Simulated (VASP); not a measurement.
A run of VASP 6.6.1 is set up as follows.

The input INCAR:

```
PREC = Accurate
ENCUT = 600
EDIFF = 1E-6
ISMEAR = -1
SIGMA = 0.1
LREAL = F
LASPH = T
NELM = 120
ALGO = Normal
ISIF = 2
LWAVE = F
LCHARG = T
GGA = PS
LELF = T
LVHAR = T
NBANDS = 16
GGA_COMPAT = F
```

KPOINTS

```
regular mesh
0
Gamma
  12 12 12
```

POSCAR

```
Mg2Sn
1.0
    0.0000000000      3.1362024184      3.1362024184
    3.1362024184      0.0000000000      3.1362024184
    3.1362024184      3.1362024184      0.0000000000
Mg Sn
2 1
Direct
    0.2500000000      0.2500000000      0.2500000000
    0.7500000000      0.7500000000      0.7500000000
    0.0000000000      0.0000000000      0.0000000000
```

Potentials or basis: VASP PAW PBE potentials, release 64 (Mg, Sn_d).

Launch:

```console
$ cat potpaw_PBE.64/Mg/POTCAR potpaw_PBE.64/Sn_d/POTCAR > POTCAR
$ mpirun -np 1 vasp_std > vasp.out
```

Task: What does it give for the band gap on the k mesh?

Result: Zero (bands 9 and 10 overlap by 0.16 eV).

Task: Estimate the pressure.

Result: 15.0 GPa.

Caveat: the cell stands under pressure; the PAW data sets were made with another functional, which shifts forces and pressure a little; spin-orbit coupling is left out, which moves the levels of the heavy elements.
